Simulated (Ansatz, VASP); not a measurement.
**One calculation of Ge2As3, two programs**

```xyz
5
Lattice="4.5666 0.0000 0.0000 -2.2833 3.9548 0.0000 0.0000 0.0000 8.0822" Properties=species:S:1:pos:R:3 pbc="T T T"
Ge    0.0000    0.0000    1.6740
Ge    0.0000    0.0000    6.4082
As    0.0000    2.6366    0.0000
As    2.2833    1.3183    0.0000
As    0.0000    0.0000    4.0411
```

Alike in both runs: functional PBE; k mesh 6 × 6 × 2; occupations gaussian, width 0.1 eV; no spin polarisation.

Ansatz relaxed the structure, and its values are those at the end. VASP's run is a single point on that final structure, the one shown.

|  | VASP | Ansatz |
| --- | --- | --- |
| version | VASP 6.6.1 | Ansatz 0.2.0 |
| potentials or method | VASP PAW PBE potentials, release 64 (Ge_d, As), cutoff 520 eV | scalar-relativistic, plane waves, PAW |
| valence electrons in the cell | 43 | 73 |

```tsv
	VASP	Ansatz	Ansatz less VASP
gap on the k mesh at the Fermi level (eV)	none	none	-
pressure (GPa)	0.1	0.1	-0.07
rms of the force components (eV/Å)	0.009	0.003	-0.0065
```

A gap of «none» marks a metal or a gap that the smearing closes. VASP's potentials hold 43 valence electrons a cell and Ansatz's 73, so a difference there can come from the potentials and not from the codes.

The k mesh is coarse, so the values compare programs but aren't converged.
